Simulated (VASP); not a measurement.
# ScNb (P-6m2) in VASP: further runs

Runs on ScNb. Level: PBEsol. Tasks: single point.

Program: VASP 6.6.1. These are calculated values, not measurements. Logs are shortened: lines on timing, memory, paths and dates and some standing lists are left out, and cuts for length are marked.

## (1) The cell of the first run

It takes space group P-6m2 (No. 187, hexagonal). The conventional cell has a = 2.942 Å, b = 2.942 Å, c = 4.871 Å, α = 90.00°, β = 90.00°, γ = 120.00°. Within 3.9 Å of Nb (site symmetry -6m2) lie 6 Nb at 2.94 Å and 6 Sc at 2.97 Å. Sc (site symmetry -6m2) has 6 Sc at 2.94 Å and 6 Nb at 2.97 Å within 3.9 Å.

## (2) Single point, PBEsol

File INCAR:

```
  ALGO = Normal
  EDIFF = 1E-6
  ENCUT = 520
  GGA = PS
  ISIF = 2
  ISMEAR = -1
  LASPH = True
  LCHARG = False
  LREAL = False
  LWAVE = False
  NBANDS = 19
  NELM = 60
  PREC = Accurate
  SIGMA = 0.05
```

File KPOINTS:

```
k-points
0
Gamma
  10 10 5
```

File POSCAR:

```
ScNb
1.0
    2.9423066653      0.0000000000      0.0000000000
   -1.4711533327      2.5481123179      0.0000000000
    0.0000000000      0.0000000000      4.8713584739
Nb Sc
1 1
Direct
    0.3333333333      0.6666666667      0.5000000000
    0.0000000000      0.0000000000      0.0000000000
```

Potentials or basis: VASP PAW PBE potentials, release 64 (Nb_sv, Sc_sv).

Started as:

```
$ cat potpaw_PBE.64/Nb_sv/POTCAR potpaw_PBE.64/Sc_sv/POTCAR > POTCAR
$ mpirun -np 1 vasp_std > vasp.out
```

OUTCAR:

```text
EDIFF = 1E-6
   ENCUT = 520
   GGA = PS
   ISIF = 2
   ISMEAR = -1
   LASPH = True
   LREAL = False
   NELM = 60
   PREC = Accurate

 ion  position               nearest neighbor table
   1  0.333  0.667  0.500-   2 2.97   2 2.97   2 2.97   2 2.97   2 2.97   2 2.97
   2  0.000  0.000  0.000-   1 2.97   1 2.97   1 2.97   1 2.97   1 2.97   1 2.97

  LATTYP: Found a hexagonal cell.
 ALAT       =     2.9423066653
 C/A-ratio  =     1.6556256801

  Lattice vectors:

 A1 = (   2.9423066653,   0.0000000000,   0.0000000000)
 A2 = (  -1.4711533327,   2.5481123179,   0.0000000000)
 A3 = (   0.0000000000,   0.0000000000,   4.8713584739)

Analysis of symmetry for initial positions (statically):
=====================================================================
 Subroutine PRICEL returns:
 Original cell was already a primitive cell.

 Routine SETGRP: Setting up the symmetry group for a
 hexagonal supercell.

 Subroutine GETGRP returns: Found 12 space group operations
 (whereof 12 operations were pure point group operations)
 out of a pool of 24 trial point group operations.

The static configuration has the point symmetry D_3h.

Analysis of symmetry for dynamics (positions and initial velocities):
=====================================================================
 Subroutine PRICEL returns:
 Original cell was already a primitive cell.

 Routine SETGRP: Setting up the symmetry group for a
 hexagonal supercell.

 Subroutine GETGRP returns: Found 12 space group operations
 (whereof 12 operations were pure point group operations)
 out of a pool of 24 trial point group operations.

The dynamic configuration has the point symmetry D_3h.

 Subroutine INISYM returns: Found 12 space group operations
 (whereof 12 operations are pure point group operations),
 and found     1 'primitive' translations

----------------------------------------------------------------------------------------

                                     Primitive cell

  volume of cell :      36.5222

  direct lattice vectors                    reciprocal lattice vectors
     2.942306665  0.000000000  0.000000000     0.339869400  0.196223689  0.000000000
    -1.471153333  2.548112318  0.000000000     0.000000000  0.392447379  0.000000000
     0.000000000  0.000000000  4.871358474     0.000000000  0.000000000  0.205281546

  length of vectors
     2.942306665  2.942306665  4.871358474     0.392447379  0.392447379  0.205281546

  position of ions in fractional coordinates (direct lattice)
     0.333333333  0.666666667  0.500000000
     0.000000000  0.000000000  0.000000000

  ion indices of the primitive-cell ions
   primitive index   ion index
                 1           1
                 2           2

----------------------------------------------------------------------------------------

 KPOINTS: k-points

Automatic generation of k-mesh.
 Grid dimensions read from file:
 generate k-points for:   10   10    5

 Generating k-lattice:

  Cartesian coordinates                     Fractional coordinates (reciprocal lattice)
     0.033986940  0.019622369  0.000000000     0.100000000  0.000000000  0.000000000
     0.000000000  0.039244738  0.000000000     0.000000000  0.100000000  0.000000000
     0.000000000  0.000000000  0.041056309     0.000000000  0.000000000  0.200000000

  Length of vectors
     0.039244738  0.039244738  0.041056309

  Shift w.r.t. Gamma in fractional coordinates (k-lattice)
     0.000000000  0.000000000  0.000000000

 Subroutine IBZKPT returns following result:
 ===========================================

 Found     42 irreducible k-points:

 Following reciprocal coordinates:
            Coordinates               Weight
  0.000000  0.000000  0.000000      1.000000
  0.100000  0.000000  0.000000      6.000000
  0.200000  0.000000  0.000000      6.000000
  0.300000  0.000000  0.000000      6.000000
  0.400000  0.000000  0.000000      6.000000
  0.500000  0.000000  0.000000      3.000000
[... 16 lines left out ...]
  0.300000  0.100000  0.200000     24.000000
  0.400000  0.100000  0.200000     24.000000
 [... further k-points ...]
   k-points           NKPTS =     42   k-points in BZ     NKDIM =     42   number of bands    NBANDS=     19
   number of dos      NEDOS =    301   number of ions     NIONS =      2
   total plane-waves  NPLWV =  20736
   dimension x,y,z NGX =    24 NGY =   24 NGZ =   36
   dimension x,y,z NGXF=    48 NGYF=   48 NGZF=   72
   ions per type =               1   1
   NGX,Y,Z   is equivalent  to a cutoff of  13.56, 13.56, 12.29 a.u.
   NGXF,Y,Z  is equivalent  to a cutoff of  27.12, 27.12, 24.57 a.u.
 SYSTEM =  unknown system
   PREC   = accura    normal or accurate (medium, high low for compatibility)
   ISTART =      0    job   : 0-new  1-cont  2-samecut
   ICHARG =      2    charge: 1-file 2-atom 10-const
   ISPIN  =      1    spin polarized calculation?
   LNONCOLLINEAR =      F non collinear calculations
   LSORBIT =      F    spin-orbit coupling
   LASPH  =      T    aspherical Exc in radial PAW
   ENCUT  =  520.0 eV  38.22 Ry    6.18 a.u.   5.47  5.47  9.06*2*pi/ulx,y,z
   NELM   =     60;   NELMIN=  2; NELMDL= -5     # of ELM steps
   EDIFF  = 0.1E-05   stopping-criterion for ELM
   LREAL  =      F    real-space projection
   EDIFFG = 0.1E-04   stopping-criterion for IOM
   NSW    =      0    number of steps for IOM
   IBRION =     -1    ionic relax: 0-MD 1-quasi-New 2-CG
   NFREE  =      0    steps in history (QN), initial steepest desc. (CG)
   ISIF   =      2    stress and relaxation
   ISYM   =      2    0-nonsym 1-usesym 2-fastsym
   POTIM  = 0.5000    time-step for ionic-motion
   TEBEG  =    0.0;   TEEND  =   0.0 temperature during run
   PSTRESS=    0.0 pullay stress
   NELECT =      24.0000    total number of electrons
   NUPDOWN=      -1.0000    fix difference up-down
   EMIN   =  10.00;   EMAX   =-10.00  energy-range for DOS
   EFERMI =   0.00;   METHOD = LEGACY
   ISMEAR =    -1;   SIGMA  =   0.05  broadening in eV -4-tet -1-fermi 0-gaus
   EFERMI_NEDOS =   21; number of points for ismear=-14 and -15
   IALGO  =     38    algorithm
   IMIX   =      4    mixing-type and parameters
     AMIX     =   0.40;   BMIX     =  1.00
     AMIX_MAG =   1.60;   BMIX_MAG =  1.00
  volume/ion in A,a.u.               =      18.26       123.23
  Fermi-wavevector in a.u.,A,eV,Ry     =   1.423289  2.689626 27.562018  2.025751
  Thomas-Fermi vector in A             =   2.543902
   LORBIT       =      0    0 simple, 1 ext, 2 COOP (PROOUT), +10 PAW based schemes
   GGA     = PS    functional components
   LHFCALC =     F    Hartree Fock is set to
   AEXX    =    0.0000 exact exchange contribution
   IVDW    =     0    specifies the selected vdW correction
   LEPSILON=     F    determine dielectric tensor
   LRPA    =     F    only Hartree local field effects (RPA)
 non-spin polarized calculation
  energy-cutoff  :      520.00
  volume of cell :       36.52
 maximum number of plane-waves:      1014
 NGX is ok and might be reduce to    24
   NGX = 11   NGY = 11   NGZ = 19

 number of electron      24.0000001 magnetization

 Free energy of the ion-electron system (eV)
  ---------------------------------------------------
  ext. energy  EPLUGINS =         0.00000000
  ---------------------------------------------------
  free energy    TOTEN  =       -17.03633951 eV

  energy without entropy =      -17.01711850  energy(sigma->0) =      -17.02672900

 E-fermi :   8.3072     XC(G=0): -11.9295

 val. band max:        8.2742160950   @ k =   0.3000   0.2000   0.4000
 cond. band min:       8.3243117535   @ k =   0.1000   0.0000   0.2000
 fundamental gap:      0.0500956584
 Fermi energy:         8.3072258792

 k-point     1 :       0.0000    0.0000    0.0000
  band No.  band energies     occupation
      1     -46.0940      2.00000
      2     -40.1643      2.00000
      3     -22.3623      2.00000
      4     -21.6008      2.00000
      5     -21.6008      2.00000
      6     -18.8572      2.00000
[... 11 lines left out ...]
     18      10.8390      0.00000
     19      13.0398      0.00000

 k-point     2 :       0.1000    0.0000    0.0000
  band No.  band energies     occupation
      1     -46.0795      2.00000
      2     -40.1508      2.00000
      3     -22.3402      2.00000
      4     -21.7057      2.00000
      5     -21.6247      2.00000
      6     -18.8534      2.00000
[... 11 lines left out ...]
     18      10.8221      0.00000
     19      13.1573      0.00000

 k-point     3 :       0.2000    0.0000    0.0000
  band No.  band energies     occupation
      1     -46.0413      2.00000
      2     -40.1154      2.00000
      3     -22.2817      2.00000
      4     -21.9743      2.00000
      5     -21.6867      2.00000
      6     -18.8437      2.00000
[... 11 lines left out ...]
     18      11.4789      0.00000
     19      13.3607      0.00000

 k-point     4 :       0.3000    0.0000    0.0000
  band No.  band energies     occupation
      1     -45.9937      2.00000
      2     -40.0713      2.00000
      3     -22.2952      2.00000
      4     -22.2083      2.00000
      5     -21.7623      2.00000
      6     -19.0584      2.00000
[... 11 lines left out ...]
     18      12.4181      0.00000
     19      13.4998      0.00000

 k-point     5 :       0.4000    0.0000    0.0000
  band No.  band energies     occupation
      1     -45.9548      2.00000
      2     -40.0353      2.00000
      3     -22.5466      2.00000
      4     -22.1479      2.00000
      5     -21.8226      2.00000
      6     -19.2599      2.00000
[... 11 lines left out ...]
     18      13.3576      0.00000
     19      13.5616      0.00000
[... 334 lines left out ...]
      2     -40.1273      2.00000
      3     -22.2814      2.00000
      4     -21.8864      2.00000
      5     -21.6751      2.00000
      6     -18.8754      2.00000
[... 11 lines left out ...]
     18      11.4775      0.00000
     19      13.1503      0.00000

 k-point    22 :       0.2000    0.1000    0.2000
  band No.  band energies     occupation
      1     -46.0100      2.00000
      2     -40.0872      2.00000
      3     -22.2267      2.00000
      4     -22.1617      2.00000
      5     -21.7630      2.00000
      6     -18.9472      2.00000
[... 11 lines left out ...]
     18      12.1882      0.00000
     19      13.2053      0.00000

 k-point    23 :       0.3000    0.1000    0.2000
  band No.  band energies     occupation
      1     -45.9667      2.00000
      2     -40.0467      2.00000
      3     -22.4327      2.00000
      4     -22.1665      2.00000
      5     -21.8505      2.00000
      6     -19.1545      2.00000
[... 11 lines left out ...]
     18      12.8908      0.00000
     19      13.6243      0.00000

 k-point    24 :       0.4000    0.1000    0.2000
  band No.  band energies     occupation
      1     -45.9398      2.00000
      2     -40.0216      2.00000
      3     -22.5941      2.00000
      4     -22.1312      2.00000
      5     -21.9039      2.00000
      6     -19.2808      2.00000
[... 11 lines left out ...]
     18      13.5585      0.00000
     19      14.4065      0.00000

 [... further k-points ...]

------------------------ aborting loop because EDIFF is reached ----------------------------------------

  FORCE on cell =-STRESS in cart. coord.  units (eV):
  Direction    XX          YY          ZZ          XY          YZ          ZX
  --------------------------------------------------------------------------------------
  -------------------------------------------------------------------------------------
  Total        2.2554655      2.2554655      2.2938636     -0.0000000      0.0000000      0.0000000
  in kB       98.9441609     98.9441609    100.6286331     -0.0000000      0.0000000      0.0000000
  external PRESSURE =      99.5056516 kB  Pullay stress =       0.0000000 kB

 VOLUME and BASIS-vectors are now :
 -----------------------------------------------------------------------------
  energy-cutoff  :      520.00
  volume of cell :       36.52
      direct lattice vectors                 reciprocal lattice vectors
     2.942306665  0.000000000  0.000000000     0.339869400  0.196223689  0.000000000
    -1.471153333  2.548112318  0.000000000     0.000000000  0.392447379  0.000000000
     0.000000000  0.000000000  4.871358474     0.000000000  0.000000000  0.205281546

 POSITION                                       TOTAL-FORCE (eV/Angst)
 -----------------------------------------------------------------------------------
     -0.00000      1.69874      2.43568         0.000000     -0.000000      0.000000
      0.00000      0.00000      0.00000        -0.000000      0.000000      0.000000
 -----------------------------------------------------------------------------------
    total drift:                                0.000000     -0.000000     -0.000000

  FREE ENERGIE OF THE ION-ELECTRON SYSTEM (eV)
  ---------------------------------------------------
  free  energy   TOTEN  =       -17.0363395107 eV

  energy  without entropy=      -17.0171184986  energy(sigma->0) =      -17.02672900
```

Wall time 31 s (1 thread of Intel Xeon 8259CL, shared host); peak memory 0.17 GiB.

What came out:

```yaml
Free_energy: -17.0363 eV
Pressure: 10.0 GPa
Band_gap_on_the_k_mesh: zero (bands 12 and 13 overlap by 0.93 eV)
```

Caveat: the cell stands under pressure; the PAW data sets were made with another functional, which shifts forces and pressure a little.

## (3) Single point, PBEsol

This run uses another cell than the first one, of 18.98 Å³/atom.

File INCAR:

```
PREC     = Accurate       # precision mode
ENCUT    = 520            # plane-wave cutoff, eV
EDIFF    = 1E-6           # SCF threshold, eV
ISMEAR   = -1             # smearing method
SIGMA    = 0.05           # smearing width, eV
LREAL    = False          # projectors in reciprocal space
LASPH    = True           # aspherical terms in the spheres
NELM     = 100            # most SCF steps
ALGO     = Normal         # electronic algorithm
ISIF     = 2              # what is computed and relaxed
LWAVE    = False          # write WAVECAR
LCHARG   = False          # write CHGCAR
GGA      = PS             # functional
NBANDS   = 19             # bands
```

File KPOINTS:

```
Automatic mesh
0
Gamma
  10 10 5
```

File POSCAR:

```
ScNb
1.0
    2.9821667263      0.0000000000      0.0000000000
   -1.4910833632      2.5826321433      0.0000000000
    0.0000000000      0.0000000000      4.9296496157
Nb Sc
1 1
Direct
    0.3333333333      0.6666666667      0.5000000000
    0.0000000000      0.0000000000      0.0000000000
```

Potentials or basis: VASP PAW PBE potentials, release 64 (Nb_sv, Sc_sv).

Started as:

```
$ cat potpaw_PBE.64/Nb_sv/POTCAR potpaw_PBE.64/Sc_sv/POTCAR > POTCAR
$ mpirun -np 1 vasp_std > vasp.out
```

Wall time 35 s (1 thread of Intel Xeon 8259CL, shared host); peak memory 0.18 GiB.

It converged, with:

- Free energy: -17.1039 eV
- Pressure: 4.9 GPa
- Band gap on the k mesh: zero (bands 12 and 13 overlap by 0.91 eV)

Stress tensor (GPa, compression positive):
```
4.89 0.00 0.00
0.00 4.89 0.00
0.00 0.00 4.98
```

Levels at points of the mesh, in eV from the Fermi level:
| k point | band 10 | band 11 | band 12 | band 13 | band 14 | band 15 |
| --- | --- | --- | --- | --- | --- | --- |
| (0.00, 0.00, 0.00) | -3.04 | 0.62 | 0.62 | 1.10 | 1.11 | 2.23 |
| (0.50, 0.00, 0.00) | -2.29 | -1.89 | 0.02 | 0.89 | 1.01 | 1.73 |

Caveat: the cell stands under pressure; the PAW data sets were made with another functional, which shifts forces and pressure a little.
